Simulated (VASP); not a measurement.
Input of a VASP 6.6.1 run:

The input INCAR:

```
SYSTEM = MgO
PREC = Accurate
ENCUT = 520
EDIFF = 1E-6
ISMEAR = 0
SIGMA = 0.05
LREAL = .FALSE.
LASPH = .TRUE.
NELM = 100
ALGO = Normal
ISIF = 2
LWAVE = .FALSE.
LCHARG = .TRUE.
GGA = PE
LELF = .TRUE.
LVHAR = .TRUE.
NBANDS = 16
```

File KPOINTS:

```
regular mesh
0
G
  9 9 6
  0 0 0
```

File POSCAR:

```
MgO
1.0
    3.5176047605      0.0000000000      0.0000000000
   -1.7588023803      3.0463350831      0.0000000000
    0.0000000000      0.0000000000      4.5883636496
Mg O
2 2
Direct
    0.6666666667      0.3333333333      0.7500000000
    0.3333333333      0.6666666667      0.2500000000
    0.6666666667      0.3333333333      0.2500000000
    0.3333333333      0.6666666667      0.7500000000
```

Potentials or basis: VASP PAW PBE potentials, release 64 (Mg, O).

Command:

```sh
$ cat potpaw_PBE.64/Mg/POTCAR potpaw_PBE.64/O/POTCAR > POTCAR
$ mpirun -np 1 vasp_std > vasp.out
```

**Question.** Predict the pressure.

**Answer.** -7.7 GPa.

**Question.** What does it give for the band gap on the k mesh?

**Answer.** 2.76 eV, direct.

Stress tensor (GPa, compression positive):
```
 -5.48   0.00   0.00
  0.00  -5.48   0.00
  0.00   0.00 -12.19
```
